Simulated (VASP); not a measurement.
# BaP4 (Pm-3m) in VASP: further runs

The runs below take BaP4 through single point, relaxation of cell and atoms, with PBE.

All numbers are computed with VASP 6.6.1; they aren't measurements. Logs are shortened: lines on timing, memory, paths and dates and some standing lists are left out, and cuts for length are marked.

## (1) The cell of the first run

The structure is cubic, space group Pm-3m (No. 221). Conventional cell: a = 4.750 Å, b = 4.750 Å, c = 4.750 Å, α = 90.00°, β = 90.00°, γ = 90.00°. Ba (site symmetry m-3m) has 20 P at 3.36 to 4.11 Å within 4.4 Å. P (site symmetry 4/mmm) has 2 P at 2.38 Å within 3.1 Å. P (site symmetry m-3m) has 6 P at 2.38 Å within 3.1 Å.

## (2) Single point, PBE

Contents of INCAR:

```
ALGO = Normal
EDIFF = 1E-7
ENCUT = 520
GGA = PE
ISIF = 2
ISMEAR = 0
LASPH = True
LCHARG = True
LELF = True
LREAL = False
LVHAR = True
LWAVE = False
NBANDS = 23
NELM = 100
PREC = Accurate
SIGMA = 0.1
```

Contents of KPOINTS:

```
k-points
0
Gamma
  8 8 8
```

Contents of POSCAR:

```
BaP4
1.0
    4.7503740145      0.0000000000      0.0000000000
    0.0000000000      4.7503740145      0.0000000000
    0.0000000000      0.0000000000      4.7503740145
Ba P
1 4
Direct
    0.0000000000      0.0000000000      0.0000000000
    0.0000000000      0.5000000000      0.5000000000
    0.5000000000      0.0000000000      0.5000000000
    0.5000000000      0.5000000000      0.0000000000
    0.5000000000      0.5000000000      0.5000000000
```

Potentials or basis: VASP PAW PBE potentials, release 64 (Ba_sv, P).

Run with:

```console
$ cat potpaw_PBE.64/Ba_sv/POTCAR potpaw_PBE.64/P/POTCAR > POTCAR
$ mpirun -np 1 vasp_std > vasp.out
```

OUTCAR:

```text
EDIFF = 1E-7
   ENCUT = 520
   GGA = PE
   ISIF = 2
   ISMEAR = 0
   LASPH = True
   LREAL = False
   NELM = 100
   PREC = Accurate

 ion  position               nearest neighbor table
   1  0.000  0.000  0.000-   2 3.36   3 3.36   4 3.36   2 3.36   3 3.36   2 3.36   4 3.36   2 3.36
                             3 3.36   4 3.36   3 3.36   4 3.36
   2  0.000  0.500  0.500-   5 2.38   5 2.38   1 3.36   1 3.36   1 3.36   1 3.36
   3  0.500  0.000  0.500-   5 2.38   5 2.38   1 3.36   1 3.36   1 3.36   1 3.36
   4  0.500  0.500  0.000-   5 2.38   5 2.38   1 3.36   1 3.36   1 3.36   1 3.36
   5  0.500  0.500  0.500-   2 2.38   3 2.38   4 2.38   4 2.38   3 2.38   2 2.38

  LATTYP: Found a simple cubic cell.
 ALAT       =     4.7503740145

  Lattice vectors:

 A1 = (   4.7503740145,   0.0000000000,   0.0000000000)
 A2 = (   0.0000000000,   4.7503740145,   0.0000000000)
 A3 = (   0.0000000000,   0.0000000000,   4.7503740145)

Analysis of symmetry for initial positions (statically):
=====================================================================
 Subroutine PRICEL returns:
 Original cell was already a primitive cell.

 Routine SETGRP: Setting up the symmetry group for a
 simple cubic supercell.

 Subroutine GETGRP returns: Found 48 space group operations
 (whereof 48 operations were pure point group operations)
 out of a pool of 48 trial point group operations.

The static configuration has the point symmetry O_h .

Analysis of symmetry for dynamics (positions and initial velocities):
=====================================================================
 Subroutine PRICEL returns:
 Original cell was already a primitive cell.

 Routine SETGRP: Setting up the symmetry group for a
 simple cubic supercell.

 Subroutine GETGRP returns: Found 48 space group operations
 (whereof 48 operations were pure point group operations)
 out of a pool of 48 trial point group operations.

The dynamic configuration has the point symmetry O_h .

 Subroutine INISYM returns: Found 48 space group operations
 (whereof 48 operations are pure point group operations),
 and found     1 'primitive' translations

----------------------------------------------------------------------------------------

                                     Primitive cell

  volume of cell :     107.1972

  direct lattice vectors                    reciprocal lattice vectors
     4.750374015  0.000000000  0.000000000     0.210509740  0.000000000  0.000000000
     0.000000000  4.750374015  0.000000000     0.000000000  0.210509740  0.000000000
     0.000000000  0.000000000  4.750374015     0.000000000  0.000000000  0.210509740

  length of vectors
     4.750374015  4.750374015  4.750374015     0.210509740  0.210509740  0.210509740

  position of ions in fractional coordinates (direct lattice)
     0.000000000  0.000000000  0.000000000
     0.000000000  0.500000000  0.500000000
     0.500000000  0.000000000  0.500000000
     0.500000000  0.500000000  0.000000000
     0.500000000  0.500000000  0.500000000

  ion indices of the primitive-cell ions
   primitive index   ion index
                 1           1
                 2           2
                 3           3
                 4           4
                 5           5

----------------------------------------------------------------------------------------

 KPOINTS: k-points

Automatic generation of k-mesh.
 Grid dimensions read from file:
 generate k-points for:    8    8    8

 Generating k-lattice:

  Cartesian coordinates                     Fractional coordinates (reciprocal lattice)
     0.026313718  0.000000000  0.000000000     0.125000000  0.000000000  0.000000000
     0.000000000  0.026313718  0.000000000     0.000000000  0.125000000  0.000000000
     0.000000000  0.000000000  0.026313718     0.000000000  0.000000000  0.125000000

  Length of vectors
     0.026313718  0.026313718  0.026313718

  Shift w.r.t. Gamma in fractional coordinates (k-lattice)
     0.000000000  0.000000000  0.000000000

 Subroutine IBZKPT returns following result:
 ===========================================

 Found     35 irreducible k-points:

 Following reciprocal coordinates:
            Coordinates               Weight
  0.000000  0.000000  0.000000      1.000000
  0.125000  0.000000  0.000000      6.000000
  0.250000  0.000000  0.000000      6.000000
  0.375000  0.000000  0.000000      6.000000
  0.500000  0.000000  0.000000      3.000000
  0.125000  0.125000  0.000000     12.000000
[... 16 lines left out ...]
  0.375000  0.375000  0.125000     24.000000
  0.500000  0.375000  0.125000     24.000000
 [... further k-points ...]
   k-points           NKPTS =     35   k-points in BZ     NKDIM =     35   number of bands    NBANDS=     23
   number of dos      NEDOS =    301   number of ions     NIONS =      5
   total plane-waves  NPLWV =  46656
   dimension x,y,z NGX =    36 NGY =   36 NGZ =   36
   dimension x,y,z NGXF=    72 NGYF=   72 NGZF=   72
   ions per type =               1   4
   NGX,Y,Z   is equivalent  to a cutoff of  12.60, 12.60, 12.60 a.u.
   NGXF,Y,Z  is equivalent  to a cutoff of  25.20, 25.20, 25.20 a.u.
 SYSTEM =  unknown system
   PREC   = accura    normal or accurate (medium, high low for compatibility)
   ISTART =      0    job   : 0-new  1-cont  2-samecut
   ICHARG =      2    charge: 1-file 2-atom 10-const
   ISPIN  =      1    spin polarized calculation?
   LNONCOLLINEAR =      F non collinear calculations
   LSORBIT =      F    spin-orbit coupling
   LASPH  =      T    aspherical Exc in radial PAW
   ENCUT  =  520.0 eV  38.22 Ry    6.18 a.u.   8.83  8.83  8.83*2*pi/ulx,y,z
   NELM   =    100;   NELMIN=  2; NELMDL= -5     # of ELM steps
   EDIFF  = 0.1E-06   stopping-criterion for ELM
   LREAL  =      F    real-space projection
   EDIFFG = 0.1E-05   stopping-criterion for IOM
   NSW    =      0    number of steps for IOM
   IBRION =     -1    ionic relax: 0-MD 1-quasi-New 2-CG
   NFREE  =      0    steps in history (QN), initial steepest desc. (CG)
   ISIF   =      2    stress and relaxation
   ISYM   =      2    0-nonsym 1-usesym 2-fastsym
   POTIM  = 0.5000    time-step for ionic-motion
   TEBEG  =    0.0;   TEEND  =   0.0 temperature during run
   PSTRESS=    0.0 pullay stress
   NELECT =      30.0000    total number of electrons
   NUPDOWN=      -1.0000    fix difference up-down
   EMIN   =  10.00;   EMAX   =-10.00  energy-range for DOS
   EFERMI =   0.00;   METHOD = LEGACY
   ISMEAR =     0;   SIGMA  =   0.10  broadening in eV -4-tet -1-fermi 0-gaus
   EFERMI_NEDOS =   21; number of points for ismear=-14 and -15
   IALGO  =     38    algorithm
   IMIX   =      4    mixing-type and parameters
     AMIX     =   0.40;   BMIX     =  1.00
     AMIX_MAG =   1.60;   BMIX_MAG =  1.00
  volume/ion in A,a.u.               =      21.44       144.68
  Fermi-wavevector in a.u.,A,eV,Ry     =   1.070831  2.023576 15.601504  1.146678
  Thomas-Fermi vector in A             =   2.206553
   LORBIT       =      0    0 simple, 1 ext, 2 COOP (PROOUT), +10 PAW based schemes
   GGA     = PE    functional components
   LHFCALC =     F    Hartree Fock is set to
   AEXX    =    0.0000 exact exchange contribution
   IVDW    =     0    specifies the selected vdW correction
   LEPSILON=     F    determine dielectric tensor
   LRPA    =     F    only Hartree local field effects (RPA)
 non-spin polarized calculation
 Gauss-broadening in eV      SIGMA  =   0.10
  energy-cutoff  :      520.00
  volume of cell :      107.20
 maximum number of plane-waves:      2945
 NGX is ok and might be reduce to    36
   NGX = 17   NGY = 17   NGZ = 17

 number of electron      30.0000001 magnetization

 Free energy of the ion-electron system (eV)
  ---------------------------------------------------
  ext. energy  EPLUGINS =         0.00000000
  ---------------------------------------------------
  free energy    TOTEN  =       -23.23892603 eV

  energy without entropy =      -23.21839686  energy(sigma->0) =      -23.22866144

 E-fermi :   5.2895     XC(G=0): -10.0241

 val. band max:        5.2889360918   @ k =   0.2500   0.2500   0.1250
 cond. band min:       5.3119580854   @ k =   0.3750   0.3750   0.0000
 fundamental gap:      0.0230219936
 Fermi energy:         5.2894703080

 k-point     1 :       0.0000    0.0000    0.0000
  band No.  band energies     occupation
      1     -21.5322      2.00000
      2      -8.8254      2.00000
      3      -6.8418      2.00000
      4      -6.8418      2.00000
      5      -6.8418      2.00000
      6      -3.5045      2.00000
[... 15 lines left out ...]
     22       7.8895      0.00000
     23      11.0312      0.00000

 k-point     2 :       0.1250    0.0000    0.0000
  band No.  band energies     occupation
      1     -21.5307      2.00000
      2      -8.8060      2.00000
      3      -6.8393      2.00000
      4      -6.8341      2.00000
      5      -6.8341      2.00000
      6      -3.7656      2.00000
[... 15 lines left out ...]
     22       8.4233      0.00000
     23      11.4066      0.00000

 k-point     3 :       0.2500    0.0000    0.0000
  band No.  band energies     occupation
      1     -21.5271      2.00000
      2      -8.7638      2.00000
      3      -6.8155      2.00000
      4      -6.8155      2.00000
      5      -6.7921      2.00000
      6      -4.3959      2.00000
[... 15 lines left out ...]
     22       9.6385      0.00000
     23      10.4714      0.00000
[... 495 lines left out ...]
 k-point    23 :       0.3750    0.3750    0.1250
  band No.  band energies     occupation
      1     -21.5142      2.00000
      2      -8.1416      2.00000
      3      -7.2189      2.00000
      4      -6.8577      2.00000
      5      -6.8096      2.00000
      6      -4.6718      2.00000
[... 15 lines left out ...]
     22      10.8927      0.00000
     23      11.5845      0.00000

 k-point    24 :       0.5000    0.3750    0.1250
  band No.  band energies     occupation
      1     -21.5128      2.00000
      2      -7.9974      2.00000
      3      -7.2288      2.00000
      4      -7.0152      2.00000
      5      -6.7991      2.00000
      6      -4.7772      2.00000
[... 15 lines left out ...]
     22      11.3429      0.00000
     23      11.6661      0.00000

 [... further k-points ...]

------------------------ aborting loop because EDIFF is reached ----------------------------------------

  FORCE on cell =-STRESS in cart. coord.  units (eV):
  Direction    XX          YY          ZZ          XY          YZ          ZX
  --------------------------------------------------------------------------------------
  -------------------------------------------------------------------------------------
  Total        0.2905626      0.2905626      0.2905626      0.0000000     -0.0000000      0.0000000
  in kB        4.3427705      4.3427705      4.3427705      0.0000000     -0.0000000      0.0000000
  external PRESSURE =       4.3427705 kB  Pullay stress =       0.0000000 kB

 VOLUME and BASIS-vectors are now :
 -----------------------------------------------------------------------------
  energy-cutoff  :      520.00
  volume of cell :      107.20
      direct lattice vectors                 reciprocal lattice vectors
     4.750374015  0.000000000  0.000000000     0.210509740  0.000000000  0.000000000
     0.000000000  4.750374015  0.000000000     0.000000000  0.210509740  0.000000000
     0.000000000  0.000000000  4.750374015     0.000000000  0.000000000  0.210509740

 POSITION                                       TOTAL-FORCE (eV/Angst)
 -----------------------------------------------------------------------------------
      0.00000      0.00000      0.00000         0.000000      0.000000      0.000000
      0.00000      2.37519      2.37519         0.000000      0.000000      0.000000
      2.37519      0.00000      2.37519         0.000000      0.000000      0.000000
      2.37519      2.37519      0.00000         0.000000      0.000000      0.000000
      2.37519      2.37519      2.37519         0.000000      0.000000      0.000000
 -----------------------------------------------------------------------------------
    total drift:                               -0.000000      0.000000      0.000000

  FREE ENERGIE OF THE ION-ELECTRON SYSTEM (eV)
  ---------------------------------------------------
  free  energy   TOTEN  =       -23.2389260294 eV

  energy  without entropy=      -23.2183968581  energy(sigma->0) =      -23.22866144
```

Wall time 48 s (1 thread of AMD EPYC 9R14 (Zen 4), shared host); peak memory 0.21 GiB.

What came out:

* Free energy: -23.2389 eV
* Pressure: 0.4 GPa
* Band gap on the k mesh: zero (band 15 reaches 6.36 eV, above the bottom of band 16 at 4.78 eV)

Levels at points of the mesh, in eV from the Fermi level:
| k point | band 12 | band 13 | band 14 | band 15 | band 16 | band 17 | band 18 | band 19 |
| --- | --- | --- | --- | --- | --- | --- | --- | --- |
| (0.00, 0.00, 0.00) | -0.21 | -0.21 | -0.21 | 0.50 | 0.50 | 0.50 | 2.48 | 2.48 |
| (0.50, 0.00, 0.00) | -1.56 | -1.26 | -1.26 | -0.51 | -0.51 | 0.71 | 0.87 | 3.83 |
| (0.50, 0.50, 0.00) | -2.02 | -0.94 | -0.94 | -0.38 | 1.09 | 1.09 | 1.44 | 1.62 |
| (0.50, 0.50, 0.50) | -0.31 | -0.31 | 0.61 | 0.61 | 0.61 | 1.77 | 1.77 | 1.77 |

Caveat: spin-orbit coupling is left out, which moves the levels of the heavy elements.

(Continued in part 2 of 3.)
